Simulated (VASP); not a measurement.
# Ta2H (C222) in VASP: notebook

The runs below take Ta2H through single point, with r2SCAN.

Program: VASP 6.6.1. These are calculated values, not measurements. Logs are shortened: lines on timing, memory, paths and dates and some standing lists are left out, and cuts for length are marked.

### Step 1. The cell of the first run

Symmetry: C222, No. 21, orthorhombic system. Conventional cell: a = 3.371 Å, b = 4.646 Å, c = 4.661 Å, α = 90.00°, β = 90.00°, γ = 90.00°. Ta (site symmetry 2) has 2 H at 1.89 Å within 2.5 Å. H (site symmetry 222) has 4 Ta at 1.89 Å within 2.5 Å.

### Step 2. Single point, r2SCAN

POSCAR

```
Ta2H
1.0
    1.6853731072     -2.3230581208      0.0000000000
    1.6853731072      2.3230581208      0.0000000000
    0.0000000000      0.0000000000      4.6614284718
Ta H
2 1
Direct
    0.0000000000      0.5000000000      0.2645697700
    0.5000000000      0.0000000000      0.7354302300
    0.0000000000      0.0000000000      0.0000000000
```

INCAR.step1

```
SYSTEM = Ta2H
  ALGO = Normal
  EDIFF = 1E-4
  ENCUT = 520
  GGA = PE
  ISMEAR = 0
  LASPH = .TRUE.
  LCHARG = .FALSE.
  LREAL = .FALSE.
  LWAVE = .TRUE.
  NBANDS = 18
  NELM = 80
  PREC = Accurate
  SIGMA = 0.05
```

INCAR.step2

```
SYSTEM = Ta2H
  ALGO = Normal
  EDIFF = 1E-7
  ENCUT = 520
  ISIF = 2
  ISMEAR = 0
  ISTART = 1
  LASPH = .TRUE.
  LCHARG = .FALSE.
  LMIXTAU = .TRUE.
  LREAL = .FALSE.
  LWAVE = .FALSE.
  METAGGA = R2SCAN
  NBANDS = 18
  NELM = 80
  PREC = Accurate
  SIGMA = 0.05
```

KPOINTS

```
k-points
0
G
  12 12 8
  0 0 0
```

Potentials or basis: VASP PAW PBE potentials, release 64 (Ta_pv, H).

Launch:

```console
> cat potpaw_PBE.64/Ta_pv/POTCAR potpaw_PBE.64/H/POTCAR > POTCAR
> cp INCAR.step1 INCAR
> mpirun -np 1 vasp_std > vasp.out
> cp INCAR.step2 INCAR
> mpirun -np 1 vasp_std > vasp.out
```

OUTCAR:

```text
SYSTEM = Ta2H
   EDIFF = 1E-7
   ENCUT = 520
   ISIF = 2
   ISMEAR = 0
   ISTART = 1
   LASPH = .TRUE.
   LREAL = .FALSE.
   METAGGA = R2SCAN
   NELM = 80
   PREC = Accurate

 ion  position               nearest neighbor table
   1  0.000  0.500  0.265-   3 1.89   3 1.89   2 2.77   2 2.77   2 2.99   2 2.99   2 3.20   2 3.20
                             2 3.39   2 3.39
   2  0.500  0.000  0.735-   3 1.89   3 1.89   1 2.77   1 2.77   1 2.99   1 2.99   1 3.20   1 3.20
                             1 3.39   1 3.39
   3  0.000  0.000  0.000-   1 1.89   2 1.89   1 1.89   2 1.89

  LATTYP: Found a base centered orthorhombic cell.
 ALAT       =     3.3707462144
 B/A-ratio  =     1.3783642986
 C/A-ratio  =     1.3829069812

  Lattice vectors:

 A1 = (   1.6853731072,  -2.3230581208,   0.0000000000)
 A2 = (   1.6853731072,   2.3230581208,   0.0000000000)
 A3 = (   0.0000000000,   0.0000000000,   4.6614284718)

Analysis of symmetry for initial positions (statically):
=====================================================================
 Subroutine PRICEL returns:
 Original cell was already a primitive cell.

 Routine SETGRP: Setting up the symmetry group for a
 base centered orthorhombic supercell.

 Subroutine GETGRP returns: Found  4 space group operations
 (whereof  4 operations were pure point group operations)
 out of a pool of  8 trial point group operations.

The static configuration has the point symmetry D_2 .

Analysis of symmetry for dynamics (positions and initial velocities):
=====================================================================
 Subroutine PRICEL returns:
 Original cell was already a primitive cell.

 Routine SETGRP: Setting up the symmetry group for a
 base centered orthorhombic supercell.

 Subroutine GETGRP returns: Found  4 space group operations
 (whereof  4 operations were pure point group operations)
 out of a pool of  8 trial point group operations.

The dynamic configuration has the point symmetry D_2 .

 Subroutine INISYM returns: Found  4 space group operations
 (whereof  4 operations are pure point group operations),
 and found     1 'primitive' translations

----------------------------------------------------------------------------------------

                                     Primitive cell

  volume of cell :      36.5010

  direct lattice vectors                    reciprocal lattice vectors
     1.685373107 -2.323058121  0.000000000     0.296670214 -0.215233530  0.000000000
     1.685373107  2.323058121  0.000000000     0.296670214  0.215233530  0.000000000
     0.000000000  0.000000000  4.661428472     0.000000000  0.000000000  0.214526514

  length of vectors
     2.870031628  2.870031628  4.661428472     0.366522425  0.366522425  0.214526514

  position of ions in fractional coordinates (direct lattice)
     0.000000000  0.500000000  0.264569770
     0.500000000  0.000000000  0.735430230
     0.000000000  0.000000000  0.000000000

  ion indices of the primitive-cell ions
   primitive index   ion index
                 1           1
                 2           2
                 3           3

----------------------------------------------------------------------------------------

 KPOINTS: k-points

Automatic generation of k-mesh.
 Grid dimensions read from file:
 generate k-points for:   12   12    8

 Generating k-lattice:

  Cartesian coordinates                     Fractional coordinates (reciprocal lattice)
     0.024722518 -0.017936128  0.000000000     0.083333333  0.000000000  0.000000000
     0.024722518  0.017936128  0.000000000     0.000000000  0.083333333  0.000000000
     0.000000000  0.000000000  0.026815814     0.000000000  0.000000000  0.125000000

  Length of vectors
     0.030543535  0.030543535  0.026815814

  Shift w.r.t. Gamma in fractional coordinates (k-lattice)
     0.000000000  0.000000000  0.000000000

 Subroutine IBZKPT returns following result:
 ===========================================

 Found    215 irreducible k-points:

 Following reciprocal coordinates:
            Coordinates               Weight
  0.000000  0.000000  0.000000      1.000000
  0.083333  0.000000  0.000000      4.000000
  0.166667  0.000000  0.000000      4.000000
  0.250000  0.000000  0.000000      4.000000
  0.333333  0.000000  0.000000      4.000000
  0.416667 -0.000000  0.000000      4.000000
[... 16 lines left out ...]
  0.500000  0.166667  0.000000      4.000000
 -0.416667  0.166667  0.000000      4.000000
 [... further k-points ...]
   k-points           NKPTS =    215   k-points in BZ     NKDIM =    215   number of bands    NBANDS=     18
   number of dos      NEDOS =    301   number of ions     NIONS =      3
   total plane-waves  NPLWV =  20736
   dimension x,y,z NGX =    24 NGY =   24 NGZ =   36
   dimension x,y,z NGXF=    48 NGYF=   48 NGZF=   72
   ions per type =               2   1
   NGX,Y,Z   is equivalent  to a cutoff of  13.90, 13.90, 12.84 a.u.
   NGXF,Y,Z  is equivalent  to a cutoff of  27.80, 27.80, 25.68 a.u.
 SYSTEM =  Ta2H
   PREC   = accura    normal or accurate (medium, high low for compatibility)
   ISTART =      1    job   : 0-new  1-cont  2-samecut
   ICHARG =      0    charge: 1-file 2-atom 10-const
   ISPIN  =      1    spin polarized calculation?
   LNONCOLLINEAR =      F non collinear calculations
   LSORBIT =      F    spin-orbit coupling
   LASPH  =      T    aspherical Exc in radial PAW
   ENCUT  =  520.0 eV  38.22 Ry    6.18 a.u.   5.34  5.34  8.67*2*pi/ulx,y,z
   NELM   =     80;   NELMIN=  2; NELMDL=  0     # of ELM steps
   EDIFF  = 0.1E-06   stopping-criterion for ELM
   LREAL  =      F    real-space projection
   EDIFFG = 0.1E-05   stopping-criterion for IOM
   NSW    =      0    number of steps for IOM
   IBRION =     -1    ionic relax: 0-MD 1-quasi-New 2-CG
   NFREE  =      0    steps in history (QN), initial steepest desc. (CG)
   ISIF   =      2    stress and relaxation
   ISYM   =      2    0-nonsym 1-usesym 2-fastsym
   POTIM  = 0.5000    time-step for ionic-motion
   TEBEG  =    0.0;   TEEND  =   0.0 temperature during run
   PSTRESS=    0.0 pullay stress
   NELECT =      23.0000    total number of electrons
   NUPDOWN=      -1.0000    fix difference up-down
   EMIN   =  10.00;   EMAX   =-10.00  energy-range for DOS
   EFERMI =   0.00;   METHOD = LEGACY
   ISMEAR =     0;   SIGMA  =   0.05  broadening in eV -4-tet -1-fermi 0-gaus
   EFERMI_NEDOS =   21; number of points for ismear=-14 and -15
   IALGO  =     38    algorithm
   IMIX   =      4    mixing-type and parameters
     AMIX     =   0.40;   BMIX     =  1.00
     AMIX_MAG =   1.60;   BMIX_MAG =  1.00
  volume/ion in A,a.u.               =      12.17        82.11
  Fermi-wavevector in a.u.,A,eV,Ry     =   1.403511  2.652251 26.801331  1.969842
  Thomas-Fermi vector in A             =   2.526165
   LORBIT       =      0    0 simple, 1 ext, 2 COOP (PROOUT), +10 PAW based schemes
   METAGGA = R2SCAN    functional components
   LHFCALC =     F    Hartree Fock is set to
   AEXX    =    0.0000 exact exchange contribution
   IVDW    =     0    specifies the selected vdW correction
   LEPSILON=     F    determine dielectric tensor
   LRPA    =     F    only Hartree local field effects (RPA)
 non-spin polarized calculation
 Gauss-broadening in eV      SIGMA  =   0.05
  energy-cutoff  :      520.00
  volume of cell :       36.50
 maximum number of plane-waves:      1007
 NGX is ok and might be reduce to    24
   NGX = 11   NGY = 11   NGZ = 17

 number of electron      23.0000001 magnetization

 Free energy of the ion-electron system (eV)
  ---------------------------------------------------
  ext. energy  EPLUGINS =         0.00000000
  ---------------------------------------------------
  free energy    TOTEN  =      -101.06951446 eV

  energy without entropy =     -101.06802652  energy(sigma->0) =     -101.06877049

 E-fermi :   5.7788     XC(G=0): -13.9579

 val. band max:        5.7769431461   @ k =   0.3333   0.2500   0.2500
 cond. band min:       5.7853138729   @ k =   0.0833   0.0833   0.2500
 fundamental gap:      0.0083707268
 Fermi energy:         5.7787624836

 k-point     1 :       0.0000    0.0000    0.0000
  band No.  band energies     occupation
      1     -29.8968      2.00000
      2     -29.0216      2.00000
      3     -28.6463      2.00000
      4     -28.6280      2.00000
      5     -28.6055      2.00000
      6     -28.5716      2.00000
[... 10 lines left out ...]
     17      10.6959      0.00000
     18      13.5652      0.00000

 k-point     2 :       0.0833    0.0000    0.0000
  band No.  band energies     occupation
      1     -29.8699      2.00000
      2     -29.0492      2.00000
      3     -28.6857      2.00000
      4     -28.6558      2.00000
      5     -28.6360      2.00000
      6     -28.5898      2.00000
[... 10 lines left out ...]
     17      10.8950      0.00000
     18      13.6357      0.00000

 k-point     3 :       0.1667    0.0000    0.0000
  band No.  band energies     occupation
      1     -29.7927      2.00000
      2     -29.1469      2.00000
      3     -28.8482      2.00000
      4     -28.7311      2.00000
      5     -28.6732      2.00000
      6     -28.6069      2.00000
[... 10 lines left out ...]
     17      11.0249      0.00000
     18      14.0620      0.00000

 k-point     4 :       0.2500    0.0000    0.0000
  band No.  band energies     occupation
      1     -29.6760      2.00000
      2     -29.3151      2.00000
      3     -29.0850      2.00000
      4     -28.7851      2.00000
      5     -28.7239      2.00000
      6     -28.6268      2.00000
[... 375 lines left out ...]
      4     -29.0789      2.00000
      5     -28.9255      2.00000
      6     -28.8591      2.00000
[... 10 lines left out ...]
     17      12.1229      0.00000
     18      14.9362      0.00000

 k-point    23 :       0.5000    0.1667    0.0000
  band No.  band energies     occupation
      1     -29.6621      2.00000
      2     -29.5688      2.00000
      3     -29.3338      2.00000
      4     -28.9621      2.00000
      5     -28.8873      2.00000
      6     -28.8316      2.00000
[... 10 lines left out ...]
     17      13.7130      0.00000
     18      14.2255      0.00000

 k-point    24 :      -0.4167    0.1667    0.0000
  band No.  band energies     occupation
      1     -29.6010      2.00000
      2     -29.5402      2.00000
      3     -29.4298      2.00000
      4     -28.9286      2.00000
      5     -28.8045      2.00000
      6     -28.7783      2.00000
[... 10 lines left out ...]
     17      11.9337      0.00000
     18      14.7326      0.00000

 [... further k-points ...]

------------------------ aborting loop because EDIFF is reached ----------------------------------------

  FORCE on cell =-STRESS in cart. coord.  units (eV):
  Direction    XX          YY          ZZ          XY          YZ          ZX
  --------------------------------------------------------------------------------------
  -------------------------------------------------------------------------------------
  Total        3.0044303      3.5643287      3.6389701      0.0000000      0.0000000      0.0000000
  in kB      131.8765456    156.4527424    159.7290500      0.0000000      0.0000000      0.0000000
  external PRESSURE =     149.3527794 kB  Pullay stress =       0.0000000 kB

 VOLUME and BASIS-vectors are now :
 -----------------------------------------------------------------------------
  energy-cutoff  :      520.00
  volume of cell :       36.50
      direct lattice vectors                 reciprocal lattice vectors
     1.685373107 -2.323058121  0.000000000     0.296670214 -0.215233530  0.000000000
     1.685373107  2.323058121  0.000000000     0.296670214  0.215233530  0.000000000
     0.000000000  0.000000000  4.661428472     0.000000000  0.000000000  0.214526514

 POSITION                                       TOTAL-FORCE (eV/Angst)
 -----------------------------------------------------------------------------------
      0.84269      1.16153      1.23327        -0.000000     -0.000000     -0.105875
      0.84269     -1.16153      3.42816        -0.000000     -0.000000      0.105875
      0.00000      0.00000      0.00000         0.000000      0.000000     -0.000000
 -----------------------------------------------------------------------------------
    total drift:                                0.000000     -0.000000      0.000000

  FREE ENERGIE OF THE ION-ELECTRON SYSTEM (eV)
  ---------------------------------------------------
  free  energy   TOTEN  =      -101.0695144641 eV

  energy  without entropy=     -101.0680265185  energy(sigma->0) =     -101.06877049
```

It took 10 min on 1 thread of Intel Xeon 8259CL, shared host; peak memory 0.26 GiB.

Results:

| Quantity | Value |
| --- | --- |
| Free energy | -101.0695 eV |
| Pressure | 14.9 GPa |
| Largest force | 0.106 eV/Å |
| Band gap on the k mesh | zero (an odd number of electrons rules out a gap without spin polarisation) |

Forces in eV/Å, atoms in the order of the input:
```
Ta   0.000  0.000 -0.106
Ta   0.000  0.000  0.106
H    0.000  0.000  0.000
```

Caveat: the cell stands under pressure; the PAW data sets were made with another functional, which shifts forces and pressure a little; spin-orbit coupling is left out, which moves the levels of the heavy elements.

### Step 3. Single point, r2SCAN

This run uses another cell than the first one, of 12.94 Å³/atom.

POSCAR

```
Ta2H
1.0
    1.7204951073     -2.3714690318      0.0000000000
    1.7204951073      2.3714690318      0.0000000000
    0.0000000000      0.0000000000      4.7585693900
Ta H
2 1
Direct
    0.0000000000      0.5000000000      0.2645697700
    0.5000000000      0.0000000000      0.7354302300
    0.0000000000      0.0000000000      0.0000000000
```

INCAR.step1

```
PREC = Accurate
ENCUT = 520
ISMEAR = 0
SIGMA = 0.05
LREAL = F
LASPH = T
NELM = 80
NBANDS = 18
GGA = PE
ALGO = Normal
EDIFF = 1E-4
LWAVE = T
LCHARG = F
```

INCAR.step2

```
PREC = Accurate
ENCUT = 520
EDIFF = 1E-6
ISMEAR = 0
SIGMA = 0.05
LREAL = F
LASPH = T
NELM = 80
ALGO = Normal
ISIF = 2
LWAVE = F
LCHARG = T
METAGGA = R2SCAN
LMIXTAU = T
LELF = T
LVHAR = T
NBANDS = 18
ISTART = 1
```

KPOINTS

```
regular mesh
0
Gamma
  12 12 8
```

Potentials or basis: VASP PAW PBE potentials, release 64 (Ta_pv, H).

Launch:

```console
> cat potpaw_PBE.64/Ta_pv/POTCAR potpaw_PBE.64/H/POTCAR > POTCAR
> cp INCAR.step1 INCAR
> mpirun -np 1 vasp_std > vasp.out
> cp INCAR.step2 INCAR
> mpirun -np 1 vasp_std > vasp.out
```

Run time: 9.7 min. Hardware: 1 thread of Intel Xeon 8259CL, shared host; peak memory 0.27 GiB.

It converged, with:

```
Free energy            : -101.1715 eV
Pressure               : -0.3 GPa
Largest force          : 0.035 eV/Å
Band gap on the k mesh : zero (an odd number of electrons rules out a gap without spin polarisation)
```

Forces on the atoms (eV/Å):
```
Ta   0.000  0.000 -0.035
Ta   0.000  0.000  0.035
H    0.000  0.000  0.000
```

Stress tensor (GPa, compression positive):
```
-0.92  0.00  0.00
 0.00 -0.11  0.00
 0.00  0.00  0.01
```

Levels at points of the mesh, in eV from the Fermi level:
| k point | band 9 | band 10 | band 11 | band 12 | band 13 | band 14 |
| --- | --- | --- | --- | --- | --- | --- |
| (0.00, 0.00, 0.00) | -3.32 | -0.77 | 0.26 | 0.32 | 0.92 | 3.31 |
| (0.50, 0.00, 0.00) | -2.74 | -1.83 | -0.91 | -0.87 | 3.03 | 3.15 |
| (0.50, 0.50, 0.00) | -3.92 | -2.45 | -0.29 | 3.78 | 4.19 | 5.94 |
| (0.00, 0.00, 0.50) | -2.27 | -1.24 | -0.80 | 0.43 | 2.40 | 3.08 |
| (0.50, 0.00, 0.50) | -1.80 | -1.66 | -0.70 | 0.71 | 3.27 | 3.35 |
| (0.50, 0.50, 0.50) | -3.08 | -2.13 | 0.24 | 0.26 | 0.89 | 1.73 |

Caveat: the PAW data sets were made with another functional, which shifts forces and pressure a little; spin-orbit coupling is left out, which moves the levels of the heavy elements.

### Step 4. Single point, r2SCAN

This run uses another cell than the first one, of 12.94 Å³/atom.

POSCAR is that of step 3.

INCAR.step1

```
SYSTEM = Ta2H
PREC = Accurate ; ENCUT = 520
ISMEAR = 0 ; SIGMA = 0.05
LREAL = .False. ; LASPH = .True.
NELM = 60 ; NELECT = 22.8
NBANDS = 18 ; GGA = PE
ALGO = Normal ; EDIFF = 1E-4
LWAVE = .True. ; LCHARG = .False.
```

INCAR.step2

```
SYSTEM = Ta2H
PREC = Accurate ; ENCUT = 520
EDIFF = 1E-7 ; ISMEAR = 0
SIGMA = 0.05 ; LREAL = .False.
LASPH = .True. ; NELM = 60
ALGO = Normal ; ISIF = 2
LWAVE = .False. ; LCHARG = .False.
METAGGA = R2SCAN ; LMIXTAU = .True.
NELECT = 22.8 ; NBANDS = 18
ISTART = 1
```

KPOINTS

```
Automatic mesh
0
Gamma
  12 12 8
  0 0 0
```

Launch:

```console
> cat potpaw_PBE.64/Ta_pv/POTCAR potpaw_PBE.64/H/POTCAR > POTCAR
> cp INCAR.step1 INCAR
> mpirun -np 1 vasp_std > vasp.out
> cp INCAR.step2 INCAR
> mpirun -np 1 vasp_std > vasp.out
```

Run time: 9.8 min. Hardware: 1 thread of Intel Xeon 8259CL, shared host; peak memory 0.27 GiB.

The run converged. Its results:

| Property | Result |
| --- | --- |
| Free energy | -102.2205 eV |
| Largest force | 0.027 eV/Å |

Forces on the atoms (eV/Å):
```
Ta   0.000  0.000  0.027
Ta   0.000  0.000 -0.027
H    0.000  0.000  0.000
```

Levels at points of the mesh, in eV from the Fermi level:
| k point | band 7 | band 8 | band 9 | band 10 | band 11 | band 12 | band 13 | band 14 | band 15 | band 16 |
| --- | --- | --- | --- | --- | --- | --- | --- | --- | --- | --- |
| (0.00, 0.00, 0.00) | -10.05 | -4.45 | -3.14 | -0.59 | 0.42 | 0.47 | 1.07 | 3.45 | 4.03 | 4.16 |
| (0.50, 0.00, 0.00) | -7.28 | -3.25 | -2.57 | -1.66 | -0.74 | -0.70 | 3.18 | 3.29 | 4.38 | 4.45 |
| (0.50, 0.50, 0.00) | -7.13 | -4.44 | -3.75 | -2.29 | -0.11 | 3.92 | 4.33 | 6.12 | 6.30 | 6.33 |
| (0.00, 0.00, 0.50) | -8.76 | -5.96 | -2.10 | -1.08 | -0.63 | 0.59 | 2.54 | 3.23 | 3.49 | 3.68 |
| (0.50, 0.00, 0.50) | -7.86 | -4.42 | -1.63 | -1.49 | -0.52 | 0.89 | 3.41 | 3.49 | 4.66 | 4.67 |
| (0.50, 0.50, 0.50) | -6.67 | -2.94 | -2.90 | -1.96 | 0.40 | 0.43 | 1.05 | 1.89 | 6.48 | 6.72 |

Caveat: the cell carries a net charge on a neutralising background, which shifts energy and pressure; the cell is charged against a uniform background, so pressure and absolute levels hang on convention; the PAW data sets were made with another functional, which shifts forces and pressure a little; spin-orbit coupling is left out, which moves the levels of the heavy elements.
